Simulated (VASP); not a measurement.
# ScIn3SbP (P4/mmm) in VASP: a series of runs, part 2 of 2

VASP 6.6.1.

### Step 3. Single point, PBE

This run uses another cell than the first one, of 30.77 Å³/atom.

INCAR

```
SYSTEM = ScIn3SbP
ALGO     = Normal         ! electronic algorithm
EDIFF    = 1E-6           ! SCF threshold, eV
ENCUT    = 520            ! plane-wave cutoff, eV
GGA      = PE             ! functional
ISIF     = 2              ! what is computed and relaxed
ISMEAR   = 0              ! smearing method
LASPH    = .TRUE.         ! aspherical terms in the spheres
LCHARG   = .FALSE.        ! write CHGCAR
LREAL    = .FALSE.        ! projectors in reciprocal space
LWAVE    = .FALSE.        ! write WAVECAR
NBANDS   = 39             ! bands
NELM     = 80             ! most SCF steps
PREC     = Accurate       ! precision mode
SIGMA    = 0.1            ! smearing width, eV
```

KPOINTS

```
k-points
0
G
  4 4 2
  0 0 0
```

POSCAR

```
ScIn3SbP
1.0
    3.9870139274      0.0000000000      0.0000000000
    0.0000000000      3.9870139274      0.0000000000
    0.0000000000      0.0000000000     11.6146820603
Sc In Sb P
1 3 1 1
Direct
    0.0000000000      0.0000000000      0.5000000000
    0.0000000000      0.0000000000      0.7502369179
    0.0000000000      0.0000000000      0.2497630821
    0.5000000000      0.5000000000      0.5000000000
    0.0000000000      0.0000000000      0.0000000000
    0.5000000000      0.5000000000      0.0000000000
```

Potentials or basis: VASP PAW PBE potentials, release 64 (Sc_sv, In_d, Sb, P).

On the command line:

```bash
> cat potpaw_PBE.64/Sc_sv/POTCAR potpaw_PBE.64/In_d/POTCAR potpaw_PBE.64/Sb/POTCAR potpaw_PBE.64/P/POTCAR > POTCAR
> mpirun -np 1 vasp_std > vasp.out
```

OUTCAR:

```text
SYSTEM = ScIn3SbP
   EDIFF = 1E-6
   ENCUT = 520
   GGA = PE
   ISIF = 2
   ISMEAR = 0
   LASPH = .TRUE.
   LREAL = .FALSE.
   NELM = 80
   PREC = Accurate

 ion  position               nearest neighbor table
   1  0.000  0.000  0.500-   4 2.82   4 2.82   4 2.82   4 2.82   2 2.91   3 2.91
   2  0.000  0.000  0.750-   5 2.90   1 2.91
   3  0.000  0.000  0.250-   5 2.90   1 2.91
   4  0.500  0.500  0.500-   1 2.82   1 2.82   1 2.82   1 2.82
   5  0.000  0.000  0.000-   6 2.82   6 2.82   6 2.82   6 2.82   2 2.90   3 2.90
   6  0.500  0.500  0.000-   5 2.82   5 2.82   5 2.82   5 2.82

  LATTYP: Found a simple tetragonal cell.
 ALAT       =     3.9870139274
 C/A-ratio  =     2.9131280381

  Lattice vectors:

 A1 = (   3.9870139274,   0.0000000000,   0.0000000000)
 A2 = (   0.0000000000,   3.9870139274,   0.0000000000)
 A3 = (   0.0000000000,   0.0000000000,  11.6146820603)

Analysis of symmetry for initial positions (statically):
=====================================================================
 Subroutine PRICEL returns:
 Original cell was already a primitive cell.

 Routine SETGRP: Setting up the symmetry group for a
 simple tetragonal supercell.

 Subroutine GETGRP returns: Found 16 space group operations
 (whereof 16 operations were pure point group operations)
 out of a pool of 16 trial point group operations.

The static configuration has the point symmetry D_4h.

Analysis of symmetry for dynamics (positions and initial velocities):
=====================================================================
 Subroutine PRICEL returns:
 Original cell was already a primitive cell.

 Routine SETGRP: Setting up the symmetry group for a
 simple tetragonal supercell.

 Subroutine GETGRP returns: Found 16 space group operations
 (whereof 16 operations were pure point group operations)
 out of a pool of 16 trial point group operations.

The dynamic configuration has the point symmetry D_4h.
[... 115 lines left out ...]
  volume/ion in A,a.u.               =      30.77       207.66
  Fermi-wavevector in a.u.,A,eV,Ry     =   1.125531  2.126946 17.236147  1.266821
  Thomas-Fermi vector in A             =   2.262209
   LORBIT       =      0    0 simple, 1 ext, 2 COOP (PROOUT), +10 PAW based schemes
   GGA     = PE    functional components
   LHFCALC =     F    Hartree Fock is set to
   AEXX    =    0.0000 exact exchange contribution
   IVDW    =     0    specifies the selected vdW correction
   LEPSILON=     F    determine dielectric tensor
   LRPA    =     F    only Hartree local field effects (RPA)
 non-spin polarized calculation
 Gauss-broadening in eV      SIGMA  =   0.10
  energy-cutoff  :      520.00
  volume of cell :      184.63
 maximum number of plane-waves:      5012
 NGX is ok and might be reduce to    30
   NGX = 15   NGY = 15   NGZ = 43

 number of electron      60.0000032 magnetization

 Free energy of the ion-electron system (eV)
  ---------------------------------------------------
  ext. energy  EPLUGINS =         0.00000000
  ---------------------------------------------------
  free energy    TOTEN  =       -21.75407091 eV

  energy without entropy =      -21.74075940  energy(sigma->0) =      -21.74741515

 E-fermi :   4.4922     XC(G=0):  -9.0149

 val. band max:        4.4920191875   @ k =   0.5000   0.5000   0.5000
 cond. band min:       4.4933624638   @ k =   0.0000   0.0000   0.5000
 fundamental gap:      0.0013432763
 Fermi energy:         4.4921906416

 k-point     1 :       0.0000    0.0000    0.0000
  band No.  band energies     occupation
      1     -44.9554      2.00000
      2     -23.7273      2.00000
      3     -23.5542      2.00000
      4     -23.5542      2.00000
      5     -10.1134      2.00000
      6     -10.0744      2.00000
[... 493 lines left out ...]
     38       7.3362      0.00000
     39       7.3968      0.00000

------------------------ aborting loop because EDIFF is reached ----------------------------------------

  FORCE on cell =-STRESS in cart. coord.  units (eV):
  Direction    XX          YY          ZZ          XY          YZ          ZX
  --------------------------------------------------------------------------------------
  -------------------------------------------------------------------------------------
  Total       -0.0809510     -0.0809510      0.2246166      0.0000000      0.0000000      0.0000000
  in kB       -0.7024732     -0.7024732      1.9491698      0.0000000      0.0000000      0.0000000
  external PRESSURE =       0.1814078 kB  Pullay stress =       0.0000000 kB

 VOLUME and BASIS-vectors are now :
 -----------------------------------------------------------------------------
  energy-cutoff  :      520.00
  volume of cell :      184.63
      direct lattice vectors                 reciprocal lattice vectors
     3.987013927  0.000000000  0.000000000     0.250814273  0.000000000  0.000000000
     0.000000000  3.987013927  0.000000000     0.000000000  0.250814273  0.000000000
     0.000000000  0.000000000 11.614682060     0.000000000  0.000000000  0.086097923

 POSITION                                       TOTAL-FORCE (eV/Angst)
 -----------------------------------------------------------------------------------
      0.00000      0.00000      5.80734         0.000000      0.000000      0.000000
      0.00000      0.00000      8.71376         0.000000      0.000000      0.001221
      0.00000      0.00000      2.90092         0.000000      0.000000     -0.001221
      1.99351      1.99351      5.80734         0.000000      0.000000      0.000000
      0.00000      0.00000      0.00000         0.000000      0.000000      0.000000
      1.99351      1.99351      0.00000         0.000000      0.000000      0.000000
 -----------------------------------------------------------------------------------
    total drift:                                0.000000      0.000000      0.000000

  FREE ENERGIE OF THE ION-ELECTRON SYSTEM (eV)
  ---------------------------------------------------
  free  energy   TOTEN  =       -21.7540709071 eV

  energy  without entropy=      -21.7407593985  energy(sigma->0) =      -21.74741515
```

OSZICAR:

```text
N       E                     dE             d eps       ncg     rms          rms(c)
DAV:   1     0.662986107100E+03    0.66299E+03   -0.27145E+04   936   0.170E+03
DAV:   2     0.511035013457E+02   -0.61188E+03   -0.60247E+03   944   0.500E+02
DAV:   3    -0.191646088078E+02   -0.70268E+02   -0.67488E+02  1210   0.195E+02
DAV:   4    -0.230088466250E+02   -0.38442E+01   -0.37915E+01  1243   0.471E+01
DAV:   5    -0.231998654538E+02   -0.19102E+00   -0.19089E+00  1519   0.112E+01    0.818E+00
DAV:   6    -0.219264706374E+02    0.12734E+01   -0.31857E+00  1228   0.116E+01    0.346E+00
DAV:   7    -0.218063986688E+02    0.12007E+00   -0.87489E-01  1433   0.569E+00    0.191E+00
DAV:   8    -0.217603424080E+02    0.46056E-01   -0.30662E-01  1288   0.328E+00    0.101E+00
DAV:   9    -0.217544727997E+02    0.58696E-02   -0.31541E-02  1347   0.114E+00    0.507E-01
DAV:  10    -0.217539325621E+02    0.54024E-03   -0.63345E-03  1465   0.482E-01    0.267E-01
DAV:  11    -0.217540601823E+02   -0.12762E-03   -0.57032E-04  1293   0.150E-01    0.701E-02
DAV:  12    -0.217540649304E+02   -0.47481E-05   -0.10885E-04  1343   0.586E-02    0.263E-02
DAV:  13    -0.217540701815E+02   -0.52511E-05   -0.22594E-05  1233   0.248E-02    0.952E-03
DAV:  14    -0.217540709071E+02   -0.72567E-06   -0.22188E-06   895   0.105E-02
   1 F= -.21754071E+02 E0= -.21747415E+02  d E =-.133115E-01
```

Run time: 49 s. Hardware: 1 thread of Intel Xeon 6975P-C (Granite Rapids), shared host; peak memory 0.31 GiB.

What came out:

```yaml
Free_energy: -21.7541 eV
Pressure: 0.0 GPa
Band_gap_on_the_k_mesh: zero (bands 30 and 31 overlap by 1.19 eV)
```

Stress tensor (GPa, compression positive):
```
-0.07  0.00  0.00
 0.00 -0.07  0.00
 0.00  0.00  0.19
```

Levels at points of the mesh, in eV from the Fermi level:
| k point | band 28 | band 29 | band 30 | band 31 | band 32 | band 33 |
| --- | --- | --- | --- | --- | --- | --- |
| (0.00, 0.00, 0.00) | 0.46 | 0.71 | 0.77 | 1.73 | 1.73 | 2.34 |
| (0.50, 0.00, 0.00) | -0.65 | -0.53 | -0.15 | 0.13 | 0.34 | 0.39 |
| (0.50, 0.50, 0.00) | -0.96 | -0.51 | -0.50 | -0.24 | -0.24 | 1.39 |
| (0.00, 0.00, 0.50) | 0.00 | 0.77 | 0.88 | 1.75 | 1.75 | 2.34 |
| (0.50, 0.00, 0.50) | -0.90 | -0.53 | 0.13 | 0.34 | 0.55 | 0.56 |
| (0.50, 0.50, 0.50) | -1.04 | -1.04 | -0.50 | 0.00 | 0.00 | 1.19 |

Caveat: the k points lie up to 0.39 Å⁻¹ apart, too coarse for converged energies and pressures of a metal; spin-orbit coupling is left out, which moves the levels of the heavy elements.

### Step 4. Relaxation of cell and atoms, PBE

INCAR

```
SYSTEM = ScIn3SbP
  PREC = Accurate
  ENCUT = 600
  EDIFF = 1E-6
  ISMEAR = 0
  SIGMA = 0.1
  LREAL = .FALSE.
  LASPH = .TRUE.
  NELM = 100
  ALGO = Normal
  ISIF = 3
  LWAVE = .FALSE.
  LCHARG = .FALSE.
  GGA = PE
  IBRION = 2
  NSW = 90
  EDIFFG = -0.04
```

KPOINTS

```
regular mesh
0
G
  4 4 2
  0 0 0
```

POSCAR

```
ScIn3SbP
1.0
    4.3637002500      0.0000000000      0.0000000000
    0.0000000000      4.3637002500      0.0000000000
    0.0000000000      0.0000000000      8.8539714000
Sc In Sb P
1 3 1 1
Direct
    0.0000000000      0.0000000000      0.5000000000
    0.0000000000      0.0000000000      0.7699961900
    0.0000000000      0.0000000000      0.2300038100
    0.5000000000      0.5000000000      0.5000000000
    0.0000000000      0.0000000000      0.0000000000
    0.5000000000      0.5000000000      0.0000000000
```

On the command line:

```bash
> cat potpaw_PBE.64/Sc_sv/POTCAR potpaw_PBE.64/In_d/POTCAR potpaw_PBE.64/Sb/POTCAR potpaw_PBE.64/P/POTCAR > POTCAR
> mpirun -np 1 vasp_std > vasp.out
```

It took 14 min on 1 thread of Intel Xeon 6975P-C (Granite Rapids), shared host; peak memory 0.37 GiB.

The run converged. Its results:

```
Free energy                           : -21.7459 eV
Relaxed volume                        : 30.80 Å³/atom
Relaxed cell                          : a = 3.986 Å, b = 3.986 Å, c = 11.633 Å, α = 90.00°, β = 90.00°, γ = 90.00°
Space group after relaxing (to 0.1 Å) : P4/mmm (No. 123)
Energy gained by relaxing             : 1984.6 meV/atom
Ionic steps                           : 24
Pressure after relaxing               : 0.0 GPa
Largest force after relaxing          : 0.024 eV/Å
Band gap on the k mesh                : zero (bands 30 and 31 overlap by 1.20 eV)
```

Forces on the atoms (eV/Å):
```
Sc   0.000  0.000  0.000
In   0.000  0.000  0.024
In   0.000  0.000 -0.024
In   0.000  0.000  0.000
Sb   0.000  0.000  0.000
P    0.000  0.000  0.000
```

Step by step:
```tsv
step	energy change (eV)	largest force (eV/Å)	pressure (GPa)	volume (Å³)
1	0.0000	14.3148	28.56	168.60
2	-9.5710	0.0514	-4.56	279.52
3	-9.6811	0.0390	-4.31	274.59
4	-9.7521	0.1137	-4.20	270.82
5	-10.1221	0.7994	-4.11	246.96
6	-10.3497	2.9434	-1.93	209.10
7	-10.2618	1.6181	-3.72	232.15
8	-10.3546	2.2902	-3.17	221.21
9	-11.3410	1.1149	-1.73	202.59
10	-11.4245	0.8474	-0.62	196.54
11	-11.4254	0.8169	-0.46	195.80
12	-11.5427	0.8343	-0.30	192.46
13	-11.8058	0.7345	0.68	182.35
14	-10.3310	2.8573	9.68	161.79
15	-11.7709	0.9062	0.99	181.01
16	-11.6427	0.1520	3.52	171.45
17	-11.7815	0.8730	1.38	178.80
18	-11.8677	0.4391	0.70	181.09
19	-11.8952	0.0287	0.27	183.27
20	-11.9058	0.0586	0.10	184.15
21	-11.9071	0.0728	0.02	184.60
22	-11.9071	0.0713	0.03	184.57
23	-11.9075	0.0495	0.01	184.67
24	-11.9078	0.0242	-0.01	184.79
```

Final structure:
```
CELL_PARAMETERS angstrom
3.98559 0.00000 0.00000
0.00000 3.98559 0.00000
0.00000 0.00000 11.63327
ATOMIC_POSITIONS crystal
Sc 0.00000 0.00000 0.50000
In 0.00000 0.00000 0.74994
In 0.00000 0.00000 0.25006
In 0.50000 0.50000 0.50000
Sb 0.00000 0.00000 0.00000
P 0.50000 0.50000 0.00000
```

Levels at points of the mesh, in eV from the Fermi level:
```
           k point  band 26  band 27  band 28  band 29  band 30  band 31  band 32  band 33  band 34  band 35
(0.00, 0.00, 0.00)    -2.63    -2.63     0.45     0.71     0.77     1.73     1.73     2.34     2.62     2.86
(0.50, 0.00, 0.00)    -1.83    -1.41    -0.65    -0.52    -0.14     0.14     0.34     0.40     1.10     1.39
(0.50, 0.50, 0.00)    -3.23    -0.95    -0.95    -0.51    -0.50    -0.24    -0.24     1.38     1.82     1.82
(0.00, 0.00, 0.50)    -2.63    -2.38    -0.01     0.77     0.89     1.75     1.75     2.34     2.62     2.79
(0.50, 0.00, 0.50)    -1.69    -1.58    -0.90    -0.52     0.14     0.34     0.56     0.57     1.31     1.81
(0.50, 0.50, 0.50)    -2.82    -1.30    -1.03    -1.03    -0.49     0.00     0.00     1.20     1.20     2.14
```

Caveat: a cell axis changed by over 15 % at a fixed basis, so the end point is rough; spin-orbit coupling is left out, which moves the levels of the heavy elements.

### Step 5. Single point, PBE

This run uses another cell than the first one, of 30.89 Å³/atom.

INCAR

```
PREC = Accurate
ENCUT = 520
EDIFF = 1E-6
ISMEAR = 0
SIGMA = 0.1
LREAL = F
LASPH = T
NELM = 80
ALGO = Normal
ISIF = 2
LWAVE = F
LCHARG = T
GGA = PE
LELF = T
LVHAR = T
NBANDS = 39
```

KPOINTS

```
regular mesh
0
Gamma
  10 10 4
```

POSCAR

```
ScIn3SbP
1.0
    3.9905359704      0.0000000000      0.0000000000
    0.0000000000      3.9905359704      0.0000000000
    0.0000000000      0.0000000000     11.6394319284
Sc In Sb P
1 3 1 1
Direct
    0.0000000000      0.0000000000      0.5000000000
    0.0000000000      0.0000000000      0.7488428110
    0.0000000000      0.0000000000      0.2511571890
    0.5000000000      0.5000000000      0.5000000000
    0.0000000000      0.0000000000      0.0000000000
    0.5000000000      0.5000000000      0.0000000000
```

On the command line:

```bash
> cat potpaw_PBE.64/Sc_sv/POTCAR potpaw_PBE.64/In_d/POTCAR potpaw_PBE.64/Sb/POTCAR potpaw_PBE.64/P/POTCAR > POTCAR
> mpirun -np 1 vasp_std > vasp.out
```

It took 4.1 min on 1 thread of Intel Xeon 6975P-C (Granite Rapids), shared host; peak memory 0.58 GiB.

The run converged. Its results:

```yaml
Free_energy: -21.6775 eV
Pressure: 0.0 GPa
Band_gap_on_the_k_mesh: zero (bands 30 and 31 overlap by 1.26 eV)
```

Levels at points of the mesh, in eV from the Fermi level:
| k point | band 26 | band 27 | band 28 | band 29 | band 30 | band 31 | band 32 | band 33 | band 34 | band 35 |
| --- | --- | --- | --- | --- | --- | --- | --- | --- | --- | --- |
| (0.00, 0.00, 0.00) | -2.74 | -2.74 | 0.33 | 0.52 | 0.60 | 1.60 | 1.60 | 2.18 | 2.48 | 2.66 |
| (0.50, 0.00, 0.00) | -2.00 | -1.52 | -0.83 | -0.68 | -0.28 | 0.07 | 0.17 | 0.27 | 0.98 | 1.26 |
| (0.50, 0.50, 0.00) | -3.38 | -1.14 | -1.14 | -0.70 | -0.61 | -0.38 | -0.38 | 1.26 | 1.66 | 1.66 |
| (0.00, 0.00, 0.50) | -2.74 | -2.52 | -0.16 | 0.60 | 0.72 | 1.62 | 1.62 | 2.18 | 2.51 | 2.60 |
| (0.50, 0.00, 0.50) | -1.86 | -1.73 | -1.04 | -0.68 | 0.06 | 0.17 | 0.43 | 0.44 | 1.14 | 1.69 |
| (0.50, 0.50, 0.50) | -2.96 | -1.41 | -1.22 | -1.22 | -0.69 | -0.15 | -0.15 | 1.05 | 1.05 | 1.97 |

Caveat: spin-orbit coupling is left out, which moves the levels of the heavy elements.

### Step 6. The runs side by side

```tsv
task	cell	k mesh	cutoff (eV)	gap on the mesh (eV)	pressure (GPa)	largest force (eV/Å)
single point	a = 4.364, b = 4.364, c = 8.854 Å, 6 atoms, atomic positions A	4 × 4 × 2	520	none	28.5	14.31
single point	a = 3.987, b = 3.987, c = 11.615 Å, 6 atoms, atomic positions B	4 × 4 × 2	520	none	0.0	-
relaxation of cell and atoms	relaxed from a = 4.364, b = 4.364, c = 8.854 Å, 6 atoms, atomic positions A	4 × 4 × 2	600	none	0.0	0.02
single point	a = 3.991, b = 3.991, c = 11.639 Å, 6 atoms, atomic positions C	10 × 10 × 4	520	none	0.0	-
```

Alike in all rows: level PBE; potentials or basis VASP PAW PBE potentials, release 64 (Sc_sv, In_d, Sb, P); no spin polarisation; smearing gaussian 0.1 eV.

Caveats: some runs use coarse meshes; spin-orbit coupling is left out, which moves the levels of the heavy elements; the stress differs along the axes, from -5 to 96 GPa (at least some runs); forces of over 1 eV/Å act on the atoms, so gaps and moduli don't describe the material at rest (at least some runs); a cell axis changed by over 15 % at a fixed basis, so the end point is rough (at least some runs).

Absolute energies hang on the potentials; compare differences alone.

The gap in the log of VASP goes by the Fermi energy; the results here count the filled bands.